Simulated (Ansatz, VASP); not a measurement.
# HC4: VASP beside Ansatz

Contents of INCAR:

```
SYSTEM = HC4
ALGO = Normal ; DIPOL = 0.5 0.5 0.227
EDIFF = 1E-7 ; ENCUT = 520
GGA = PE ; IDIPOL = 3
ISIF = 2 ; ISMEAR = 0
IVDW = 12 ; LASPH = .True.
LCHARG = .True. ; LDIPOL = .True.
LELF = .True. ; LREAL = .False.
LVACPOTAV = .True. ; LVHAR = .True.
LWAVE = .False. ; NBANDS = 28
NELM = 60 ; PREC = Accurate
SIGMA = 0.1
```

Contents of KPOINTS:

```
k-points
0
Gamma
  6 6 1
  0 0 0
```

Contents of POSCAR:

```
HC4
1.0
    4.9314011428      0.0000000001      0.0000000000
   -2.4657005715      4.2707186659      0.0000000000
    0.0000000000      0.0000000000     18.0000000000
C H
8 2
Direct
    0.1666666667      0.3333333333      0.2222222222
    0.1666666667      0.8333333333      0.2222222222
    0.6666666667      0.3333333333      0.2222222222
    0.6666666667      0.8333333333      0.2222222222
    0.3333333333      0.1666666667      0.2222222222
    0.3333333333      0.6666666667      0.2222222222
    0.8333333333      0.1666666667      0.2222222222
    0.8333333333      0.6666666667      0.2222222222
    0.0233897705      0.0233921815      0.2472222222
    0.4766102295      0.4766078185      0.2472222222
```

Input for Ansatz:

```yaml
crystal:
  lattice:
    - [4.9314011428, 1.0e-10, 0.0]
    - [-2.4657005715, 4.2707186659, 0.0]
    - [0.0, 0.0, 18.0]
  atoms:
    - { symbol: C, position: [0.1666666667, 0.3333333333, 0.2222222222] }
    - { symbol: C, position: [0.1666666667, 0.8333333333, 0.2222222222] }
    - { symbol: C, position: [0.6666666667, 0.3333333333, 0.2222222222] }
    - { symbol: C, position: [0.6666666667, 0.8333333333, 0.2222222222] }
    - { symbol: C, position: [0.3333333333, 0.1666666667, 0.2222222222] }
    - { symbol: C, position: [0.3333333333, 0.6666666667, 0.2222222222] }
    - { symbol: C, position: [0.8333333333, 0.1666666667, 0.2222222222] }
    - { symbol: C, position: [0.8333333333, 0.6666666667, 0.2222222222] }
    - { symbol: H, position: [0.0233897705, 0.0233921815, 0.2472222222] }
    - { symbol: H, position: [0.4766102295, 0.4766078185, 0.2472222222] }
basis:
  ecutwfc: 420
kpoints:
  mp_grid: { grid: [6, 6, 1] }
hamiltonian:
  xc: pbe
  pseudopotentials: { kind: paw, azcp: { folder: soft_1 } }
  dispersion: d3bj
scf:
  occupations: { method: gaussian, width: 0.1 }
output:
  forces: true
  eigenvalues: true
  write_density: true
  write_potential: true
  elf: true
  volumetric_format: npy
efield:
  axis: 3
  dipole_correction: true
  ramp_width: 0.04
```

Alike in both runs: task single point; functional PBE; dispersion D3(BJ); k mesh 6 × 6 × 1; occupations gaussian, width 0.1 eV; no spin polarisation.

|  | VASP | Ansatz |
| --- | --- | --- |
| version | VASP 6.6.1 | Ansatz 0.2.0 |
| potentials or method | VASP PAW PBE potentials, release 64 (C, H), cutoff 520 eV | scalar-relativistic, plane waves, PAW |
| valence electrons in the cell | 34 | 34 |

VASP gave:

- gap on the k mesh at the Fermi level (eV): none
- rms of the force components (eV/Å): 1.300
- work function, face that differs most (eV): 3.26

Problem. Estimate Ansatz's values.

Solution. gap on the k mesh at the Fermi level (eV): none; rms of the force components (eV/Å): 1.296; work function, face that differs most (eV): 3.25.

Atom by atom the forces differ by 0.007 eV/Å (rms over components). A gap of «none» marks a metal or a gap that the smearing closes. Ansatz's warnings: structure snapped to symmetry, xc potential rough in thin density.
